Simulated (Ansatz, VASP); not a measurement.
One calculation of Si, two programs

The input INCAR:

```
SYSTEM = Si
ALGO     = Normal         ! electronic algorithm
EDIFF    = 1E-7           ! SCF threshold, eV
EDIFFG   = -0.002         ! ionic threshold
ENCUT    = 450            ! plane-wave cutoff, eV
GGA      = PS             ! functional
GGA_COMPAT= .False.      
IBRION   = 2              ! ionic algorithm
ISIF     = 2              ! what is computed and relaxed
ISMEAR   = 0              ! smearing method
LASPH    = .True.         ! aspherical terms in the spheres
LCHARG   = .False.        ! write CHGCAR
LREAL    = .False.        ! projectors in reciprocal space
LWAVE    = .False.        ! write WAVECAR
NELM     = 120            ! most SCF steps
NELMIN   = 4            
NSW      = 60             ! ionic steps
PREC     = Accurate       ! precision mode
SIGMA    = 0.01           ! smearing width, eV
```

Contents of KPOINTS:

```
k-points
0
Gamma
  9 9 6
  0 0 0
```

POSCAR

```
Si
1.0
    3.8343015859      0.0000000000      0.0000000000
   -1.9171507929      3.3206025792      0.0000000000
    0.0000000000      0.0000000000      6.2615031351
Si
4
Direct
    0.3333333333      0.6666666667      0.0000086266
    0.6666666667      0.3333333333      0.5000086266
    0.3333333333      0.6666666667      0.3739913734
    0.6666666667      0.3333333333      0.8739913734
```

Input for Ansatz:

```yaml
crystal:
  lattice:
    - [3.8343015859, 0.0, 0.0]
    - [-1.9171507929, 3.3206025792, 0.0]
    - [0.0, 0.0, 6.2615031351]
  atoms:
    - { symbol: Si, position: [0.3333333333, 0.6666666667, 8.6266e-06] }
    - { symbol: Si, position: [0.6666666667, 0.3333333333, 0.5000086266] }
    - { symbol: Si, position: [0.3333333333, 0.6666666667, 0.3739913734] }
    - { symbol: Si, position: [0.6666666667, 0.3333333333, 0.8739913734] }
basis:
  ecutwfc: 600.0
kpoints:
  mp_grid: { grid: [9, 9, 6] }
hamiltonian:
  xc: pbesol
  pseudopotentials: { kind: paw, azcp: { folder: soft_1 } }
scf:
  occupations: { method: gaussian, width: 0.01 }
output:
  forces: true
  stress: true
  eigenvalues: true
relax:
  adjacent_minimum: "off"
  f_tol: 0.002
  max_steps: 40
```

Change from the starting cell: strained cell.

Alike in both runs: task relaxation of the atoms; functional PBEsol; k mesh 9 × 9 × 6; occupations gaussian, width 0.01 eV; no spin polarisation.

|  | VASP | Ansatz |
| --- | --- | --- |
| version | VASP 6.6.1 | Ansatz 0.2.0 |
| potentials or method | VASP PAW PBE potentials, release 64 (Si), cutoff 450 eV | scalar-relativistic, plane waves, PAW |
| valence electrons in the cell | 16 | 16 |

Ansatz gave:

```
gap on the k mesh at the Fermi level, each at its own relaxed structure (eV) : 0.29
```

**Question.** Estimate VASP's values.

**Answer.** gap on the k mesh at the Fermi level, each at its own relaxed structure (eV): 0.28.

VASP's potentials were made for PBE, not for PBEsol, and Ansatz warns of the same on its side. Ansatz's warnings: stress scf threshold loose.
